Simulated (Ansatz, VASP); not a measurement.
## NiO2 in VASP and in Ansatz

The input INCAR:

```
SYSTEM = NiO2
ALGO = Normal
EDIFF = 1E-6
ENCUT = 520
GGA = CA
ISIF = 2
ISMEAR = 0
LASPH = .True.
LCHARG = .True.
LELF = .True.
LREAL = .False.
LVHAR = .True.
LWAVE = .False.
NBANDS = 18
NELM = 100
PREC = Accurate
SIGMA = 0.05
```

Contents of KPOINTS:

```
k-points
0
Gamma
  12 12 6
  0 0 0
```

File POSCAR:

```
NiO2
1.0
    2.7239885620      0.0000000000      0.0000000000
   -1.3619942810      2.3590432943      0.0000000000
    0.0000000000      0.0000000000      4.3267834318
Ni O
1 2
Direct
    0.0000000000      0.0000000000      0.5000000000
    0.6666666667      0.3333333333      0.6948483030
    0.3333333333      0.6666666667      0.3051516970
```

Input for Ansatz:

```yaml
crystal:
  lattice:
    - [2.723988562, 0.0, 0.0]
    - [-1.361994281, 2.3590432943, 0.0]
    - [0.0, 0.0, 4.3267834318]
  atoms:
    - { symbol: Ni, position: [0.0, 0.0, 0.5] }
    - { symbol: O, position: [0.6666666667, 0.3333333333, 0.694848303] }
    - { symbol: O, position: [0.3333333333, 0.6666666667, 0.305151697] }
basis:
  ecutwfc: 520.0
kpoints:
  mp_grid: { grid: [12, 12, 6] }
hamiltonian:
  xc: lda
  pseudopotentials: { kind: paw }
scf:
  occupations: { method: gaussian, width: 0.05 }
output:
  forces: true
  stress: true
  eigenvalues: true
```

Alike in both runs: task single point; functional LDA; k mesh 12 × 12 × 6; occupations gaussian, width 0.05 eV; no spin polarisation.

|  | VASP | Ansatz |
| --- | --- | --- |
| version | VASP 6.6.1 | Ansatz 0.2.0 |
| potentials or method | VASP PAW LDA potentials, release 64 (Ni, O), cutoff 520 eV | scalar-relativistic, plane waves, PAW |
| valence electrons in the cell | 22 | 30 |

```csv
,VASP,Ansatz,Ansatz less VASP
gap on the k mesh at the Fermi level (eV),0.88,0.92,+0.035
least direct gap on the mesh (eV),1.36,1.39,+0.029
pressure (GPa),24.6,23.0,-1.53
"traceless stress, the component that is largest in VASP (GPa)",-3.59,-2.68,+0.906
rms of the force components (eV/Å),1.081,1.034,-0.0472
```

LDA's correlation is that of Perdew and Zunger in VASP and of Perdew and Wang (1992) in Ansatz. Atom by atom the forces differ by 0.047 eV/Å (rms over components). VASP's potentials hold 22 valence electrons a cell and Ansatz's 30, so a difference there can come from the potentials and not from the codes.
